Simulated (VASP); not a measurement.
Set up this calculation in VASP 6.6.1, as the native input.

| Property | Result |
| --- | --- |
| Task | relaxation of the atoms |
| Functional | r2SCAN |
| Dispersion | D4 |
| Potentials or basis | VASP PAW PBE potentials, release 64 (Ti_sv, O) |
| Cutoff | 580 eV |
| k mesh | 2 × 2 × 3 |
| Occupations | gaussian, width 0.1 eV |
| Spin | no spin polarisation |
| Dipole correction | no |
| Further INCAR settings | ALGO = Normal; EDIFF = 1e-07; IBRION = 2; EDIFFG = -0.01; NSW = 80 |

TiO2:

```xyz
6
Lattice="4.5922 0.0000 0.0000 0.0000 4.5922 0.0000 0.0000 0.0000 2.9574" Properties=species:S:1:pos:R:3 pbc="T T T"
Ti    0.0000    0.0000    0.0000
Ti    2.2961    2.2961    1.4787
O     1.4004    1.4004    0.0000
O     0.8957    3.6965    1.4787
O     3.1918    3.1918    0.0000
O     3.6965    0.8957    1.4787
```

The input as run:

POSCAR

```
TiO2
1.0
    4.5922000000      0.0000000000      0.0000000000
    0.0000000000      4.5922000000      0.0000000000
    0.0000000000      0.0000000000      2.9574000000
Ti O
2 4
Direct
    0.0000000000      0.0000000000      0.0000000000
    0.5000000000      0.5000000000      0.5000000000
    0.3049599996      0.3049599996      0.0000000000
    0.1950400004      0.8049599996      0.5000000000
    0.6950400004      0.6950400004      0.0000000000
    0.8049599996      0.1950400004      0.5000000000
```

INCAR.step1

```
PREC = Accurate
ENCUT = 580
ISMEAR = 0
SIGMA = 0.1
LREAL = F
LASPH = T
NELM = 120
GGA = PE
ALGO = Normal
EDIFF = 1E-5
LWAVE = T
LCHARG = F
GGA_COMPAT = F
IBRION = 2
EDIFFG = -0.01
NELMIN = 4
NSW = 100
```

INCAR.step2

```
PREC = Accurate
ENCUT = 580
EDIFF = 1E-7
ISMEAR = 0
SIGMA = 0.1
LREAL = F
LASPH = T
NELM = 120
ALGO = Normal
ISIF = 2
LWAVE = F
LCHARG = F
METAGGA = R2SCAN
LMIXTAU = T
IVDW = 13
VDW_S6 = 1.0
VDW_S8 = 0.6018749
VDW_A1 = 0.51559235
VDW_A2 = 5.77342911
IBRION = 2
NSW = 80
EDIFFG = -0.01
ISTART = 1
GGA_COMPAT = F
NELMIN = 4
```

KPOINTS

```
regular mesh
0
Gamma
  2 2 3
```

Potentials or basis: VASP PAW PBE potentials, release 64 (Ti_sv, O).

The run is started by

```sh
$ cat potpaw_PBE.64/Ti_sv/POTCAR potpaw_PBE.64/O/POTCAR > POTCAR
$ cp INCAR.step1 INCAR
$ mpirun -np 1 vasp_std > vasp.out
$ cp INCAR.step2 INCAR
$ mpirun -np 1 vasp_std > vasp.out
```

Results of the run:

```json
{"Energy gained by relaxing": "0.1 meV/atom", "Ionic steps": "2", "Pressure after relaxing": "-0.2 GPa", "Band gap on the k mesh": "2.19 eV", "Dispersion energy per atom": "-0.083 eV"}
```

Caveat: the k points lie up to 0.71 Å⁻¹ apart; the PAW data sets were made with another functional, which shifts forces and pressure a little.

Wall time 7 min on 1 thread of AMD EPYC 7571, with other jobs on the host, peak memory 0.16 GiB.
